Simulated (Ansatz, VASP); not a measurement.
Two plane-wave programs on SrAl5

The input INCAR:

```
PREC = Accurate ; ENCUT = 520
EDIFF = 1E-6 ; ISMEAR = 0
SIGMA = 0.1 ; LREAL = False
LASPH = True ; NELM = 60
ALGO = Normal ; ISIF = 2
LWAVE = False ; LCHARG = False
GGA = PE ; NBANDS = 22
```

File KPOINTS:

```
Automatic mesh
0
Gamma
  6 6 4
```

File POSCAR:

```
SrAl5
1.0
    5.4975757300      0.0000000000      0.0000000000
   -2.7487878700      4.7610402400      0.0000000000
    0.0000000000      0.0000000000      4.3783077100
Sr Al
1 5
Direct
    0.0000000000      0.0000000000      0.0000000000
    0.3333333300      0.6666666700      0.0000000000
    0.6666666700      0.3333333300      0.0000000000
    0.5000000000      0.0000000000      0.5000000000
    0.5000000000      0.5000000000      0.5000000000
    0.0000000000      0.5000000000      0.5000000000
```

Input for Ansatz:

```yaml
crystal:
  lattice:
    - [5.49757573, 0.0, 0.0]
    - [-2.74878787, 4.76104024, 0.0]
    - [0.0, 0.0, 4.37830771]
  atoms:
    - { symbol: Sr, position: [0.0, 0.0, 0.0] }
    - { symbol: Al, position: [0.33333333, 0.66666667, 0.0] }
    - { symbol: Al, position: [0.66666667, 0.33333333, 0.0] }
    - { symbol: Al, position: [0.5, 0.0, 0.5] }
    - { symbol: Al, position: [0.5, 0.5, 0.5] }
    - { symbol: Al, position: [0.0, 0.5, 0.5] }
basis:
  ecutwfc: 420
kpoints:
  mp_grid: { grid: [6, 6, 4] }
hamiltonian:
  xc: pbe
scf:
  occupations: { method: gaussian, width: 0.1 }
  lower_state_search: "off"
output:
  forces: true
  stress: true
  eigenvalues: true
```

Change from the starting cell: species swapped into the PrCo5 type (P6/mmm, No. 191).

Alike in both runs: task single point; functional PBE; k mesh 6 × 6 × 4; occupations gaussian, width 0.1 eV; no spin polarisation.

```csv
,VASP,Ansatz
version,VASP 6.6.1,Ansatz 0.2.0
potentials or method,"VASP PAW PBE potentials, release 64 (Sr_sv, Al), cutoff 520 eV","scalar-relativistic, plane waves, PAW"
valence electrons in the cell,25,25
```

|  | VASP | Ansatz | Ansatz less VASP |
| --- | --- | --- | --- |
| gap on the k mesh at the Fermi level (eV) | none | none | - |
| pressure (GPa) | 6.6 | 6.6 | -0.06 |
| traceless stress, the component that is largest in VASP (GPa) | -2.62 | -2.58 | +0.044 |

A gap of «none» marks a metal or a gap that the smearing closes. The functional is the same, so the differences come from potentials, cutoffs and numerics.
